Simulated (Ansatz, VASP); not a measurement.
**One calculation of Y2Fe, two programs**

```
Y Fe
1.0
     4.01021    0.00000    0.00000
    -2.00511    3.47295    0.00000
     0.00000    0.00000    4.32996
Y Fe
2 1
Direct
  0.33333 0.66667 0.50000
  0.66667 0.33333 0.50000
  0.00000 0.00000 0.00000
```

Alike in both runs: task single point; functional PBE; k mesh 6 × 6 × 4; occupations gaussian, width 0.1 eV; collinear spin.

|  | VASP | Ansatz |
| --- | --- | --- |
| version | VASP 6.6.1 | Ansatz 0.2.0 |
| potentials or method | VASP PAW PBE potentials, release 64 (Y_sv, Fe), cutoff 520 eV | scalar-relativistic, plane waves, PAW |
| valence electrons in the cell | 30 | 38 |

```tsv
	VASP	Ansatz	Ansatz less VASP
gap on the k mesh at the Fermi level (eV)	none	none	-
pressure (GPa)	20.0	23.4	+3.41
traceless stress, the component that is largest in VASP (GPa)	-42.75	-41.30	+1.456
net moment per atom (μB)	0.01	0.66	+0.645
size of the moment on the site where the two differ most (μB)	0.23	2.66	+2.434
```

The net moments are unlike, so the other rows may belong to different states. Site moments also hang on the region over which each program counts them. A gap of «none» marks a metal or a gap that the smearing closes. VASP's potentials hold 30 valence electrons a cell and Ansatz's 38, so a difference there can come from the potentials and not from the codes.

The k mesh is coarse, so the values compare programs but aren't converged.
